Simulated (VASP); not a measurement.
A run of VASP 6.6.1 is set up as follows.

File INCAR:

```
SYSTEM = BN
ALGO     = Normal         ! electronic algorithm
EDIFF    = 1E-6           ! SCF threshold, eV
EDIFFG   = -0.01          ! ionic threshold
ENCUT    = 600            ! plane-wave cutoff, eV
GGA      = PE             ! functional
IBRION   = 2              ! ionic algorithm
ISIF     = 4              ! what is computed and relaxed
ISMEAR   = 0              ! smearing method
LASPH    = .True.         ! aspherical terms in the spheres
LCHARG   = .False.        ! write CHGCAR
LREAL    = .False.        ! projectors in reciprocal space
LWAVE    = .False.        ! write WAVECAR
NELM     = 80             ! most SCF steps
NSW      = 60             ! ionic steps
PREC     = Accurate       ! precision mode
SIGMA    = 0.05           ! smearing width, eV
```

Contents of KPOINTS:

```
k-points
0
Gamma
  16 16 4
  0 0 0
```

File POSCAR:

```
BN
1.0
    2.4953199995      0.0000000000      0.0000000000
   -1.2476599997      2.1610105101      0.0000000000
    0.0000000000      0.0000000000      8.3307140973
B N
2 2
Direct
    0.3333333333      0.6666666667      0.2500000000
    0.6666666667      0.3333333333      0.7500000000
    0.3333333333      0.6666666667      0.7500000000
    0.6666666667      0.3333333333      0.2500000000
```

Potentials or basis: VASP PAW PBE potentials, release 64 (B, N).

Launch:

```sh
$ cat potpaw_PBE.64/B/POTCAR potpaw_PBE.64/N/POTCAR > POTCAR
$ mpirun -np 1 vasp_std > vasp.out
```

(1) What does it give for the band gap on the k mesh?

Answers

(1) 4.46 eV (least direct gap 4.73 eV).
